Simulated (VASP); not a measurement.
InP:

```
CELL_PARAMETERS angstrom
0.00000 2.95379 2.95379
2.95379 0.00000 2.95379
2.95379 2.95379 0.00000
ATOMIC_POSITIONS crystal
In 0.00000 0.00000 0.00000
P 0.25000 0.25000 0.25000
```

Base run:

* Program: VASP 6.6.1
* Functional: PBE0
* Potentials or basis: VASP PAW PBE potentials, release 64 (In_d, P)
* Cutoff: 520 eV
* k mesh: 6 × 6 × 6
* Occupations: gaussian, width 0.01 eV
* Spin: no spin polarisation

Its results: band gap on the k mesh 1.99 eV; pressure -0.6 GPa.

Question: The run is repeated on the same cell with these changes: functional from PBE0 to HSE06. What comes out?

Answer: Band gap on the k mesh 1.35 eV; pressure -0.4 GPa.

Caveats: the PAW data sets were made with another functional, which shifts forces and pressure a little; spin-orbit coupling is left out, which moves the levels of the heavy elements.

